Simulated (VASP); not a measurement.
# P in VASP: further runs

P is run at these levels: revPBE, pbe exchange, lda correlation; tasks: single point.

All numbers are computed with VASP 6.6.1; they aren't measurements. Logs are shortened: lines on timing, memory, paths and dates and some standing lists are left out, and cuts for length are marked.

## 1. The cell of the first run

Symmetry: Cm, No. 8, monoclinic system. The conventional cell has a = 10.930 Å, b = 3.295 Å, c = 4.498 Å, α = 90.00°, β = 90.00°, γ = 90.00°. Within 2.9 Å of P (site symmetry m) lie 3 P at 2.22 to 2.24 Å. Within 2.9 Å of P (site symmetry m) lie 3 P at 2.19 to 2.24 Å. P (site symmetry m) has 3 P at 2.19 to 2.23 Å within 2.9 Å. P (site symmetry m) has 3 P at 2.22 to 2.23 Å within 2.9 Å.

## 2. Single point, revPBE (last atom moved by 0.04 Å along z, cell strained by -1.0% along z)

File INCAR:

```
SYSTEM = P
ADDGRID  = .False.      
ALGO     = Normal         ! electronic algorithm
EDIFF    = 1E-8           ! SCF threshold, eV
EFERMI   = MIDGAP       
ENCUT    = 680            ! plane-wave cutoff, eV
GGA      = RE             ! functional
GGA_COMPAT= .False.      
ISIF     = 2              ! what is computed and relaxed
ISMEAR   = 0              ! smearing method
KPAR     = 2            
LASPH    = .True.         ! aspherical terms in the spheres
LCHARG   = .False.        ! write CHGCAR
LREAL    = .False.        ! projectors in reciprocal space
LWAVE    = .False.        ! write WAVECAR
NBANDS   = 34             ! bands
NELM     = 120            ! most SCF steps
PREC     = Accurate       ! precision mode
SIGMA    = 0.03           ! smearing width, eV
```

File KPOINTS:

```
Automatic mesh
0
Gamma
  14 14 10
  0 0 0
```

File POSCAR:

```
P
1.0
    1.6477431241     -5.4650377251      0.0000000000
    1.6477431241      5.4650377251      0.0000000000
    0.0000000000      0.0000000000      4.4981992341
P
4
Direct
    0.9041431300      0.0958568700      0.5888151700
    0.0958568700      0.9041431300      0.4111848300
    0.5958568700      0.4041431300      0.0888151700
    0.4041431300      0.5958568700      0.9199883500
```

Potentials or basis: VASP PAW PBE potentials, release 64 (P).

The run is started by

```
> cat potpaw_PBE.64/P/POTCAR > POTCAR
> mpirun -np 2 vasp_std > vasp.out
```

OUTCAR:

```text
SYSTEM = P
   EDIFF = 1E-8
   EFERMI = MIDGAP
   ENCUT = 680
   GGA = RE
   ISIF = 2
   ISMEAR = 0
   LASPH = .True.
   LREAL = .False.
   NELM = 120
   PREC = Accurate

 ion  position               nearest neighbor table
   1  0.904  0.096  0.589-   4 2.22   4 2.22   2 2.24
   2  0.096  0.904  0.411-   3 2.19   3 2.19   1 2.24
   3  0.596  0.404  0.089-   2 2.19   2 2.19   4 2.23
   4  0.404  0.596  0.920-   1 2.22   1 2.22   3 2.23

  LATTYP: Found a base centered orthorhombic cell.
 ALAT       =     3.2954862482
 B/A-ratio  =     3.3166806435
 C/A-ratio  =     1.3649576710

  Lattice vectors:

 A1 = (   1.6477431241,  -5.4650377251,   0.0000000000)
 A2 = (   1.6477431241,   5.4650377251,   0.0000000000)
 A3 = (   0.0000000000,   0.0000000000,   4.4981992341)

Analysis of symmetry for initial positions (statically):
=====================================================================
 Subroutine PRICEL returns:
 Original cell was already a primitive cell.

 Routine SETGRP: Setting up the symmetry group for a
 base centered orthorhombic supercell.

 Subroutine GETGRP returns: Found  2 space group operations
 (whereof  2 operations were pure point group operations)
 out of a pool of  8 trial point group operations.

The static configuration has the point symmetry C_1h.

Analysis of symmetry for dynamics (positions and initial velocities):
=====================================================================
 Subroutine PRICEL returns:
 Original cell was already a primitive cell.

 Routine SETGRP: Setting up the symmetry group for a
 base centered orthorhombic supercell.

 Subroutine GETGRP returns: Found  2 space group operations
 (whereof  2 operations were pure point group operations)
 out of a pool of  8 trial point group operations.

The dynamic configuration has the point symmetry C_1h.

 Subroutine INISYM returns: Found  2 space group operations
 (whereof  2 operations are pure point group operations),
 and found     1 'primitive' translations

----------------------------------------------------------------------------------------

                                     Primitive cell

  volume of cell :      81.0124

  direct lattice vectors                    reciprocal lattice vectors
     1.647743124 -5.465037725  0.000000000     0.303445357 -0.091490677  0.000000000
     1.647743124  5.465037725  0.000000000     0.303445357  0.091490677  0.000000000
     0.000000000  0.000000000  4.498199234     0.000000000  0.000000000  0.222311185

  length of vectors
     5.708037731  5.708037731  4.498199234     0.316937894  0.316937894  0.222311185

  position of ions in fractional coordinates (direct lattice)
     0.904143130  0.095856870  0.588815170
     0.095856870  0.904143130  0.411184830
     0.595856870  0.404143130  0.088815170
     0.404143130  0.595856870  0.919988350

  ion indices of the primitive-cell ions
   primitive index   ion index
                 1           1
                 2           2
                 3           3
                 4           4

----------------------------------------------------------------------------------------

 KPOINTS: Automatic mesh

Automatic generation of k-mesh.
 Grid dimensions read from file:
 generate k-points for:   14   14   10

 Generating k-lattice:

  Cartesian coordinates                     Fractional coordinates (reciprocal lattice)
     0.021674668 -0.006535048  0.000000000     0.071428571  0.000000000  0.000000000
     0.021674668  0.006535048  0.000000000     0.000000000  0.071428571  0.000000000
     0.000000000  0.000000000  0.022231118     0.000000000  0.000000000  0.100000000

  Length of vectors
     0.022638421  0.022638421  0.022231118

  Shift w.r.t. Gamma in fractional coordinates (k-lattice)
     0.000000000  0.000000000  0.000000000

 Subroutine IBZKPT returns following result:
 ===========================================

 Found    534 irreducible k-points:

 Following reciprocal coordinates:
            Coordinates               Weight
  0.000000  0.000000  0.000000      1.000000
  0.071429  0.000000  0.000000      4.000000
  0.142857 -0.000000  0.000000      4.000000
  0.214286  0.000000  0.000000      4.000000
  0.285714 -0.000000  0.000000      4.000000
  0.357143 -0.000000  0.000000      4.000000
[... 16 lines left out ...]
  0.214286  0.142857  0.000000      4.000000
  0.285714  0.142857  0.000000      4.000000
 [... further k-points ...]
   k-points           NKPTS =    534   k-points in BZ     NKDIM =    534   number of bands    NBANDS=     34
   number of dos      NEDOS =    301   number of ions     NIONS =      4
   total plane-waves  NPLWV = 100000
   dimension x,y,z NGX =    50 NGY =   50 NGZ =   40
   dimension x,y,z NGXF=   100 NGYF=  100 NGZF=   80
   ions per type =               4
   NGX,Y,Z   is equivalent  to a cutoff of  14.56, 14.56, 14.78 a.u.
   NGXF,Y,Z  is equivalent  to a cutoff of  29.12, 29.12, 29.57 a.u.
 SYSTEM =  P
   PREC   = accura    normal or accurate (medium, high low for compatibility)
   ISTART =      0    job   : 0-new  1-cont  2-samecut
   ICHARG =      2    charge: 1-file 2-atom 10-const
   ISPIN  =      1    spin polarized calculation?
   LNONCOLLINEAR =      F non collinear calculations
   LSORBIT =      F    spin-orbit coupling
   LASPH  =      T    aspherical Exc in radial PAW
   ENCUT  =  680.0 eV  49.98 Ry    7.07 a.u.  12.14 12.14  9.56*2*pi/ulx,y,z
   NELM   =    120;   NELMIN=  2; NELMDL= -5     # of ELM steps
   EDIFF  = 0.1E-07   stopping-criterion for ELM
   LREAL  =      F    real-space projection
   EDIFFG = 0.1E-06   stopping-criterion for IOM
   NSW    =      0    number of steps for IOM
   IBRION =     -1    ionic relax: 0-MD 1-quasi-New 2-CG
   NFREE  =      0    steps in history (QN), initial steepest desc. (CG)
   ISIF   =      2    stress and relaxation
   ISYM   =      2    0-nonsym 1-usesym 2-fastsym
   POTIM  = 0.5000    time-step for ionic-motion
   TEBEG  =    0.0;   TEEND  =   0.0 temperature during run

   SCALEE = 1.0000    scale energy and forces
   PSTRESS=    0.0 pullay stress
   NELECT =      20.0000    total number of electrons
   NUPDOWN=      -1.0000    fix difference up-down
   EMIN   =  10.00;   EMAX   =-10.00  energy-range for DOS
   EFERMI =   0.00;   METHOD = MIDGAP
   ISMEAR =     0;   SIGMA  =   0.03  broadening in eV -4-tet -1-fermi 0-gaus
   EFERMI_NEDOS =   21; number of points for ismear=-14 and -15
   IALGO  =     38    algorithm
   IMIX   =      4    mixing-type and parameters
     AMIX     =   0.40;   BMIX     =  1.00
     AMIX_MAG =   1.60;   BMIX_MAG =  1.00
  volume/ion in A,a.u.               =      20.25       136.67
  Fermi-wavevector in a.u.,A,eV,Ry     =   1.026994  1.940736 14.350279  1.054716
  Thomas-Fermi vector in A             =   2.160915
   LORBIT       =      0    0 simple, 1 ext, 2 COOP (PROOUT), +10 PAW based schemes
   GGA     = RE    functional components
   LHFCALC =     F    Hartree Fock is set to
   AEXX    =    0.0000 exact exchange contribution
   IVDW    =     0    specifies the selected vdW correction
   LEPSILON=     F    determine dielectric tensor
   LRPA    =     F    only Hartree local field effects (RPA)

   CSHIFT  =0.1000    complex shift for real part using Kramers Kronig

   OMEGAMAX=  -1.0    maximum frequency
 non-spin polarized calculation
 Gauss-broadening in eV      SIGMA  =   0.03
  energy-cutoff  :      680.00
  volume of cell :       81.01
 maximum number of plane-waves:      3295
 NGX is ok and might be reduce to    50
   NGX = 25   NGY = 25   NGZ = 19

 number of electron      20.0000000 magnetization

 Free energy of the ion-electron system (eV)
  ---------------------------------------------------
  ext. energy  EPLUGINS =         0.00000000
  ---------------------------------------------------
  free energy    TOTEN  =       -20.33510398 eV

  energy without entropy =      -20.33510375  energy(sigma->0) =      -20.33510387

 E-fermi :   6.0783     XC(G=0):  -9.3811

 val. band max:        6.0159233699   @ k =   0.5000   0.5000   0.0000
 cond. band min:       6.1406289084   @ k =   0.5000   0.5000   0.0000
 fundamental gap:      0.1247055385
 Fermi energy:         6.0782761392

 k-point     1 :       0.0000    0.0000    0.0000
  band No.  band energies     occupation
      1      -9.8205      2.00000
      2      -6.9952      2.00000
      3      -3.7498      2.00000
      4      -0.7667      2.00000
      5       1.0430      2.00000
      6       1.1469      2.00000
[... 14 lines left out ...]
     21      14.5433      0.00000
     22      14.7306      0.00000

 k-point     2 :       0.0714    0.0000    0.0000
  band No.  band energies     occupation
      1      -9.7577      2.00000
      2      -6.9357      2.00000
      3      -3.7751      2.00000
      4      -0.7104      2.00000
      5       1.0036      2.00000
      6       1.1315      2.00000
[... 14 lines left out ...]
     21      15.0026      0.00000
     22      15.0585      0.00000

 k-point     3 :       0.1429   -0.0000    0.0000
  band No.  band energies     occupation
      1      -9.5699      2.00000
      2      -6.7575      2.00000
      3      -3.8814      2.00000
      4      -0.5447      2.00000
      5       0.5748      2.00000
      6       0.8796      2.00000
[... 14 lines left out ...]
     21      14.8285      0.00000
     22      15.6572      0.00000
[... 476 lines left out ...]
 k-point    23 :       0.2143    0.1429    0.0000
  band No.  band energies     occupation
      1      -8.3186      2.00000
      2      -5.4276      2.00000
      3      -5.3265      2.00000
      4      -2.3487      2.00000
      5      -0.0280      2.00000
      6       0.2805      2.00000
[... 14 lines left out ...]
     21      15.9768      0.00000
     22      16.6287      0.00000

 k-point    24 :       0.2857    0.1429    0.0000
  band No.  band energies     occupation
      1      -7.6809      2.00000
      2      -6.0979      2.00000
      3      -4.7597      2.00000
      4      -3.3335      2.00000
      5       0.2108      2.00000
      6       0.4828      2.00000
[... 14 lines left out ...]
     21      16.5367      0.00000
     22      16.6227      0.00000

 [... further k-points ...]

 [bands above 22 left out]

------------------------ aborting loop because EDIFF is reached ----------------------------------------

  FORCE on cell =-STRESS in cart. coord.  units (eV):
  Direction    XX          YY          ZZ          XY          YZ          ZX
  --------------------------------------------------------------------------------------
  -------------------------------------------------------------------------------------
  Total        1.4849165      1.7069831      1.6440964      0.0000000     -0.2430672      0.0000000
  in kB       29.3671137     33.7589119     32.5152060      0.0000000     -4.8071272      0.0000000
  external PRESSURE =      31.8804105 kB  Pullay stress =       0.0000000 kB

 VOLUME and BASIS-vectors are now :
 -----------------------------------------------------------------------------
  energy-cutoff  :      680.00
  volume of cell :       81.01
      direct lattice vectors                 reciprocal lattice vectors
     1.647743124 -5.465037725  0.000000000     0.303445357 -0.091490677  0.000000000
     1.647743124  5.465037725  0.000000000     0.303445357  0.091490677  0.000000000
     0.000000000  0.000000000  4.498199234     0.000000000  0.000000000  0.222311185

 POSITION                                       TOTAL-FORCE (eV/Angst)
 -----------------------------------------------------------------------------------
      1.64774     -4.41731      2.64861         0.000000      0.198529      0.015817
      1.64774      4.41731      1.84959         0.000000     -0.199655      0.484788
      1.64774     -1.04772      0.39951         0.000000     -0.196258     -0.364775
      1.64774      1.04772      4.13829         0.000000      0.197384     -0.135830
 -----------------------------------------------------------------------------------
    total drift:                                0.000000     -0.000009      0.000020

  FREE ENERGIE OF THE ION-ELECTRON SYSTEM (eV)
  ---------------------------------------------------
  free  energy   TOTEN  =       -20.3351039812 eV

  energy  without entropy=      -20.3351037515  energy(sigma->0) =      -20.33510387
```

Wall time 18 min (2 MPI ranks of AMD EPYC 9R45 (Zen 5), shared host); peak memory 1.3 GiB.

Results:

| Quantity | Value |
| --- | --- |
| Free energy | -20.3351 eV |
| Pressure | 3.2 GPa |
| Largest force | 0.524 eV/Å |
| Band gap on the k mesh | 0.12 eV |

Forces in eV/Å, atoms in the order of the input:
```
P    0.000  0.199  0.016
P    0.000 -0.200  0.485
P    0.000 -0.196 -0.365
P    0.000  0.197 -0.136
```

Stress tensor (GPa, compression positive):
```
 2.94  0.00  0.00
 0.00  3.38 -0.48
 0.00 -0.48  3.25
```

Caveat: the cell differs from its parent crystal (last atom moved by 0.04 Å along z, cell strained by -1.0% along z); the cell stands under pressure; the PAW data sets were made with another functional, which shifts forces and pressure a little. A k mesh can miss the band edges.

(Part 1 of 2 ends here.)
